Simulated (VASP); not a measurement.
# Re (Pm-3m) in VASP: further runs

Re is run at these levels: r2SCAN; tasks: single point.

Everything below comes from runs of VASP 6.6.1. Logs are shortened: lines on timing, memory, paths and dates and some standing lists are left out, and cuts for length are marked.

## (1) The cell of the first run

Symmetry: Pm-3m, No. 221, cubic system. Conventional cell: a = 2.663 Å, b = 2.663 Å, c = 2.663 Å, α = 90.00°, β = 90.00°, γ = 90.00°. Within 3.5 Å of Re (site symmetry m-3m) lie 6 Re at 2.66 Å.

This isn't the form of Re at room conditions, which is hcp.

## (2) Single point, r2SCAN (18.89 Å³/atom)

Contents of POSCAR:

```
Re
1.0
    2.6634384972      0.0000000000      0.0000000000
    0.0000000000      2.6634384972      0.0000000000
    0.0000000000      0.0000000000      2.6634384972
Re
1
Direct
    0.0000000000      0.0000000000      0.0000000000
```

Contents of INCAR.step1:

```
SYSTEM = Re
PREC = Accurate ; ENCUT = 660
ISMEAR = -1 ; SIGMA = 0.1
LREAL = .FALSE. ; LASPH = .TRUE.
NELM = 120 ; NBANDS = 10
GGA = PE ; ALGO = Normal
EDIFF = 1E-5 ; LWAVE = .TRUE.
LCHARG = .FALSE. ; GGA_COMPAT = .FALSE.
```

Contents of INCAR.step2:

```
SYSTEM = Re
PREC = Accurate ; ENCUT = 660
EDIFF = 1E-6 ; ISMEAR = -1
SIGMA = 0.1 ; LREAL = .FALSE.
LASPH = .TRUE. ; NELM = 120
ALGO = Normal ; ISIF = 2
LWAVE = .FALSE. ; LCHARG = .TRUE.
METAGGA = R2SCAN ; LMIXTAU = .TRUE.
LELF = .TRUE. ; LVHAR = .TRUE.
NBANDS = 10 ; ISTART = 1
GGA_COMPAT = .FALSE.
```

Contents of KPOINTS:

```
regular mesh
0
G
  14 14 14
  0 0 0
```

Potentials or basis: VASP PAW PBE potentials, release 64 (Re).

Run with:

```
$ cat potpaw_PBE.64/Re/POTCAR > POTCAR
$ cp INCAR.step1 INCAR
$ mpirun -np 1 vasp_std > vasp.out
$ cp INCAR.step2 INCAR
$ mpirun -np 1 vasp_std > vasp.out
```

OUTCAR:

```text
SYSTEM = Re
   PREC = Accurate
   ENCUT = 660
   EDIFF = 1E-6
   ISMEAR = -1
   LREAL = .FALSE.
   LASPH = .TRUE.
   NELM = 120
   ISIF = 2
   METAGGA = R2SCAN
   ISTART = 1

 ion  position               nearest neighbor table
   1  0.000  0.000  0.000-

  LATTYP: Found a simple cubic cell.
 ALAT       =     2.6634384972

  Lattice vectors:

 A1 = (   2.6634384972,   0.0000000000,   0.0000000000)
 A2 = (   0.0000000000,   2.6634384972,   0.0000000000)
 A3 = (   0.0000000000,   0.0000000000,   2.6634384972)

Analysis of symmetry for initial positions (statically):
=====================================================================
 Subroutine PRICEL returns:
 Original cell was already a primitive cell.

 Routine SETGRP: Setting up the symmetry group for a
 simple cubic supercell.

 Subroutine GETGRP returns: Found 48 space group operations
 (whereof 48 operations were pure point group operations)
 out of a pool of 48 trial point group operations.

The static configuration has the point symmetry O_h .

Analysis of symmetry for dynamics (positions and initial velocities):
=====================================================================
 Subroutine PRICEL returns:
 Original cell was already a primitive cell.

 Routine SETGRP: Setting up the symmetry group for a
 simple cubic supercell.

 Subroutine GETGRP returns: Found 48 space group operations
 (whereof 48 operations were pure point group operations)
 out of a pool of 48 trial point group operations.

The dynamic configuration has the point symmetry O_h .

 Subroutine INISYM returns: Found 48 space group operations
 (whereof 48 operations are pure point group operations),
 and found     1 'primitive' translations

----------------------------------------------------------------------------------------

                                     Primitive cell

  volume of cell :      18.8942

  direct lattice vectors                    reciprocal lattice vectors
     2.663438497  0.000000000  0.000000000     0.375454512  0.000000000  0.000000000
     0.000000000  2.663438497  0.000000000     0.000000000  0.375454512  0.000000000
     0.000000000  0.000000000  2.663438497     0.000000000  0.000000000  0.375454512

  length of vectors
     2.663438497  2.663438497  2.663438497     0.375454512  0.375454512  0.375454512

  position of ions in fractional coordinates (direct lattice)
     0.000000000  0.000000000  0.000000000

  ion indices of the primitive-cell ions
   primitive index   ion index
                 1           1

----------------------------------------------------------------------------------------

 KPOINTS: regular mesh

Automatic generation of k-mesh.
 Grid dimensions read from file:
 generate k-points for:   14   14   14

 Generating k-lattice:

  Cartesian coordinates                     Fractional coordinates (reciprocal lattice)
     0.026818179  0.000000000  0.000000000     0.071428571  0.000000000  0.000000000
     0.000000000  0.026818179  0.000000000     0.000000000  0.071428571  0.000000000
     0.000000000  0.000000000  0.026818179     0.000000000  0.000000000  0.071428571

  Length of vectors
     0.026818179  0.026818179  0.026818179

  Shift w.r.t. Gamma in fractional coordinates (k-lattice)
     0.000000000  0.000000000  0.000000000

 Subroutine IBZKPT returns following result:
 ===========================================

 Found    120 irreducible k-points:

 Following reciprocal coordinates:
            Coordinates               Weight
  0.000000  0.000000  0.000000      1.000000
  0.071429  0.000000  0.000000      6.000000
  0.142857  0.000000  0.000000      6.000000
  0.214286  0.000000  0.000000      6.000000
  0.285714  0.000000  0.000000      6.000000
  0.357143  0.000000  0.000000      6.000000
[... 16 lines left out ...]
  0.285714  0.214286  0.000000     24.000000
  0.357143  0.214286  0.000000     24.000000
 [... further k-points ...]
   k-points           NKPTS =    120   k-points in BZ     NKDIM =    120   number of bands    NBANDS=     10
   number of dos      NEDOS =    301   number of ions     NIONS =      1
   total plane-waves  NPLWV =  13824
   dimension x,y,z NGX =    24 NGY =   24 NGZ =   24
   dimension x,y,z NGXF=    48 NGYF=   48 NGZF=   48
   ions per type =               1
   NGX,Y,Z   is equivalent  to a cutoff of  14.98, 14.98, 14.98 a.u.
   NGXF,Y,Z  is equivalent  to a cutoff of  29.96, 29.96, 29.96 a.u.
 SYSTEM =  Re
   PREC   = accura    normal or accurate (medium, high low for compatibility)
   ISTART =      1    job   : 0-new  1-cont  2-samecut
   ICHARG =      0    charge: 1-file 2-atom 10-const
   ISPIN  =      1    spin polarized calculation?
   LNONCOLLINEAR =      F non collinear calculations
   LSORBIT =      F    spin-orbit coupling
   LASPH  =      T    aspherical Exc in radial PAW
   ENCUT  =  660.0 eV  48.51 Ry    6.96 a.u.   5.58  5.58  5.58*2*pi/ulx,y,z
   NELM   =    120;   NELMIN=  2; NELMDL=  0     # of ELM steps
   EDIFF  = 0.1E-05   stopping-criterion for ELM
   LREAL  =      F    real-space projection
   EDIFFG = 0.1E-04   stopping-criterion for IOM
   NSW    =      0    number of steps for IOM
   IBRION =     -1    ionic relax: 0-MD 1-quasi-New 2-CG
   NFREE  =      0    steps in history (QN), initial steepest desc. (CG)
   ISIF   =      2    stress and relaxation
   ISYM   =      2    0-nonsym 1-usesym 2-fastsym
   POTIM  = 0.5000    time-step for ionic-motion
   TEBEG  =    0.0;   TEEND  =   0.0 temperature during run
   PSTRESS=    0.0 pullay stress
   NELECT =       7.0000    total number of electrons
   NUPDOWN=      -1.0000    fix difference up-down
   EMIN   =  10.00;   EMAX   =-10.00  energy-range for DOS
   EFERMI =   0.00;   METHOD = LEGACY
   ISMEAR =    -1;   SIGMA  =   0.10  broadening in eV -4-tet -1-fermi 0-gaus
   EFERMI_NEDOS =   21; number of points for ismear=-14 and -15
   IALGO  =     38    algorithm
   IMIX   =      4    mixing-type and parameters
     AMIX     =   0.40;   BMIX     =  1.00
     AMIX_MAG =   1.60;   BMIX_MAG =  1.00
  volume/ion in A,a.u.               =      18.89       127.50
  Fermi-wavevector in a.u.,A,eV,Ry     =   1.175795  2.221930 18.809962  1.382493
  Thomas-Fermi vector in A             =   2.312169
   LORBIT       =      0    0 simple, 1 ext, 2 COOP (PROOUT), +10 PAW based schemes
   METAGGA = R2SCAN    functional components
   LHFCALC =     F    Hartree Fock is set to
   AEXX    =    0.0000 exact exchange contribution
   IVDW    =     0    specifies the selected vdW correction
   LEPSILON=     F    determine dielectric tensor
   LRPA    =     F    only Hartree local field effects (RPA)
 non-spin polarized calculation
  energy-cutoff  :      660.00
  volume of cell :       18.89
 maximum number of plane-waves:       740
 NGX is ok and might be reduce to    24
   NGX = 11   NGY = 11   NGZ = 11

 number of electron       7.0000001 magnetization

 Free energy of the ion-electron system (eV)
  ---------------------------------------------------
  ext. energy  EPLUGINS =         0.00000000
  ---------------------------------------------------
  free energy    TOTEN  =       -50.88271153 eV

  energy without entropy =      -50.83872051  energy(sigma->0) =      -50.86071602

 E-fermi :   5.5188     XC(G=0): -13.1953

 val. band max:        5.5182713713   @ k =   0.5000   0.5000   0.0714
 cond. band min:       5.5457302514   @ k =   0.5000   0.1429   0.0000
 fundamental gap:      0.0274588801
 Fermi energy:         5.5188355126

 k-point     1 :       0.0000    0.0000    0.0000
  band No.  band energies     occupation
      1      -3.4800      2.00000
      2       0.3880      2.00000
      3       0.3880      2.00000
      4       8.5869      0.00000
      5       8.5869      0.00000
      6       8.5869      0.00000
      7      20.7957      0.00000
      8      20.7957      0.00000
      9      20.7957      0.00000
     10      26.8651      0.00000

 k-point     2 :       0.0714    0.0000    0.0000
  band No.  band energies     occupation
      1      -3.3209      2.00000
      2       0.4260      2.00000
      3       0.5455      2.00000
      4       8.3764      0.00000
      5       8.3764      0.00000
      6       8.6022      0.00000
      7      19.8474      0.00000
      8      21.1161      0.00000
      9      21.1161      0.00000
     10      27.4950      0.00000

 k-point     3 :       0.1429    0.0000    0.0000
  band No.  band energies     occupation
      1      -2.8791      2.00000
      2       0.5343      2.00000
      3       1.0176      2.00000
      4       7.8328      0.00000
      5       7.8328      0.00000
      6       8.6451      0.00000
      7      17.9950      0.00000
      8      21.9790      0.00000
      9      21.9790      0.00000
     10      26.4221      0.00000

 k-point     4 :       0.2143    0.0000    0.0000
  band No.  band energies     occupation
      1      -2.2483      2.00000
      2       0.6957      2.00000
      3       1.7834      2.00000
      4       7.1391      0.00000
      5       7.1391      0.00000
      6       8.7078      0.00000
      7      16.1234      0.00000
      8      23.1727      0.00000
      9      23.1727      0.00000
     10      24.6141      0.00000

 k-point     5 :       0.2857    0.0000    0.0000
  band No.  band energies     occupation
      1      -1.5468      2.00000
      2       0.8825      2.00000
      3       2.7473      2.00000
      4       6.4611      0.00016
      5       6.4611      0.00016
      6       8.7782      0.00000
      7      14.5567      0.00000
      8      23.0894      0.00000
      9      24.4923      0.00000
     10      24.4923      0.00000

 k-point     6 :       0.3571    0.0000    0.0000
  band No.  band energies     occupation
      1      -0.8912      2.00000
      2       1.0582      2.00000
      3       3.6906      2.00000
      4       5.9116      0.03863
      5       5.9116      0.03863
      6       8.8425      0.00000
      7      13.4841      0.00000
      8      21.9367      0.00000
      9      25.7627      0.00000
     10      25.7627      0.00000
[... 183 lines left out ...]
 k-point    21 :       0.5000    0.1429    0.0000
  band No.  band energies     occupation
      1       0.3856      2.00000
      2       1.9102      2.00000
      3       2.7759      2.00000
      4       5.5457      0.86633
      5       7.0485      0.00000
      6       8.2513      0.00000
      7      12.8631      0.00000
      8      21.7287      0.00000
      9      24.2931      0.00000
     10      24.6685      0.00000

 k-point    22 :       0.2143    0.2143    0.0000
  band No.  band energies     occupation
      1      -1.0511      2.00000
      2       1.5411      2.00000
      3       2.5899      2.00000
      4       5.6025      0.60469
      5       7.1629      0.00000
      6       7.4939      0.00000
      7      17.6971      0.00000
      8      18.2994      0.00000
      9      24.9424      0.00000
     10      25.6825      0.00000

 k-point    23 :       0.2857    0.2143    0.0000
  band No.  band energies     occupation
      1      -0.4288      2.00000
      2       1.7743      2.00000
      3       3.2562      2.00000
      4       5.3321      1.73231
      5       6.6399      0.00003
      6       7.4670      0.00000
      7      16.0744      0.00000
      8      19.1029      0.00000
      9      24.2698      0.00000
     10      27.0735      0.00000

 k-point    24 :       0.3571    0.2143    0.0000
  band No.  band energies     occupation
      1       0.1437      2.00000
      2       1.8805      2.00000
      3       3.3075      2.00000
      4       6.1202      0.00488
      5       6.1220      0.00479
      6       7.5459      0.00000
      7      14.5249      0.00000
      8      20.1339      0.00000
      9      23.4829      0.00000
     10      27.8081      0.00000

 [... further k-points ...]

------------------------ aborting loop because EDIFF is reached ----------------------------------------

  FORCE on cell =-STRESS in cart. coord.  units (eV):
  Direction    XX          YY          ZZ          XY          YZ          ZX
  --------------------------------------------------------------------------------------
  -------------------------------------------------------------------------------------
  Total       -3.0116849     -3.0116849     -3.0116849     -0.0000000      0.0000000      0.0000000
  in kB     -255.3830656   -255.3830656   -255.3830656     -0.0000000      0.0000000      0.0000000
  external PRESSURE =    -255.3830656 kB  Pullay stress =       0.0000000 kB

 VOLUME and BASIS-vectors are now :
 -----------------------------------------------------------------------------
  energy-cutoff  :      660.00
  volume of cell :       18.89
      direct lattice vectors                 reciprocal lattice vectors
     2.663438497  0.000000000  0.000000000     0.375454512  0.000000000  0.000000000
     0.000000000  2.663438497  0.000000000     0.000000000  0.375454512  0.000000000
     0.000000000  0.000000000  2.663438497     0.000000000  0.000000000  0.375454512

 POSITION                                       TOTAL-FORCE (eV/Angst)
 -----------------------------------------------------------------------------------
      0.00000      0.00000      0.00000         0.000000      0.000000      0.000000
 -----------------------------------------------------------------------------------
    total drift:                                0.000000      0.000000      0.000000

  FREE ENERGIE OF THE ION-ELECTRON SYSTEM (eV)
  ---------------------------------------------------
  free  energy   TOTEN  =       -50.8827115271 eV

  energy  without entropy=      -50.8387205062  energy(sigma->0) =      -50.86071602
```

Wall time 2 min (1 thread of AMD EPYC 7R13, shared host); peak memory 0.14 GiB.

Results:

```yaml
Free_energy: -50.8827 eV
Pressure: -25.5 GPa
Band_gap_on_the_k_mesh: zero (an odd number of electrons rules out a gap without spin polarisation)
```

Levels at points of the mesh, in eV from the Fermi level:
```csv
k point,band 1,band 2,band 3,band 4,band 5,band 6,band 7,band 8
"(0.00, 0.00, 0.00)",-9.00,-5.13,-5.13,3.07,3.07,3.07,15.28,15.28
"(0.50, 0.00, 0.00)",-5.74,-4.29,-0.97,-0.08,-0.08,3.38,7.35,15.45
"(0.50, 0.50, 0.00)",-5.72,-3.84,0.53,0.53,4.33,4.33,5.20,12.45
"(0.50, 0.50, 0.50)",-4.33,-4.33,-4.33,5.42,5.42,8.94,10.70,10.70
```

Caveat: the cell stands under tension; the PAW data sets were made with another functional, which shifts forces and pressure a little; spin-orbit coupling is left out, which moves the levels of the heavy elements.

## (3) Single point, r2SCAN

This run uses another cell than the first one, of 16.87 Å³/atom.

Contents of POSCAR:

```
Re
1.0
    2.5647005513      0.0000000000      0.0000000000
    0.0000000000      2.5647005513      0.0000000000
    0.0000000000      0.0000000000      2.5647005513
Re
1
Direct
    0.0000000000      0.0000000000      0.0000000000
```

Contents of INCAR.step1:

```
SYSTEM = Re
ALGO = Normal
EDIFF = 1E-5
ENCUT = 660
GGA = PE
GGA_COMPAT = .False.
ISMEAR = -1
LASPH = .True.
LCHARG = .False.
LREAL = .False.
LWAVE = .True.
NBANDS = 10
NELM = 120
PREC = Accurate
SIGMA = 0.1
```

Contents of INCAR.step2:

```
SYSTEM = Re
ALGO = Normal
EDIFF = 1E-6
ENCUT = 660
GGA_COMPAT = .False.
ISIF = 2
ISMEAR = -1
ISTART = 1
LASPH = .True.
LCHARG = .False.
LMIXTAU = .True.
LREAL = .False.
LWAVE = .False.
METAGGA = R2SCAN
NBANDS = 10
NELM = 120
PREC = Accurate
SIGMA = 0.1
```

Contents of KPOINTS:

```
k-points
0
Gamma
  20 20 20
  0 0 0
```

Potentials or basis: VASP PAW PBE potentials, release 64 (Re).

Run with:

```
$ cat potpaw_PBE.64/Re/POTCAR > POTCAR
$ cp INCAR.step1 INCAR
$ mpirun -np 1 vasp_std > vasp.out
$ cp INCAR.step2 INCAR
$ mpirun -np 1 vasp_std > vasp.out
```

Wall time 5.3 min (1 thread of AMD EPYC 7R13, shared host); peak memory 0.18 GiB.

It converged, with:

- Free energy: -51.0747 eV
- Pressure: -0.9 GPa
- Band gap on the k mesh: zero (an odd number of electrons rules out a gap without spin polarisation)

Levels at points of the mesh, in eV from the Fermi level:
| k point | band 1 | band 2 | band 3 | band 4 | band 5 | band 6 |
| --- | --- | --- | --- | --- | --- | --- |
| (0.00, 0.00, 0.00) | -9.74 | -5.85 | -5.85 | 3.71 | 3.71 | 3.71 |
| (0.50, 0.00, 0.00) | -6.21 | -4.86 | -1.09 | -0.09 | -0.09 | 4.10 |
| (0.50, 0.50, 0.00) | -6.71 | -4.20 | 0.66 | 0.66 | 4.84 | 4.84 |
| (0.50, 0.50, 0.50) | -5.07 | -5.07 | -5.07 | 6.54 | 6.54 | 8.64 |

Caveat: the PAW data sets were made with another functional, which shifts forces and pressure a little; spin-orbit coupling is left out, which moves the levels of the heavy elements.
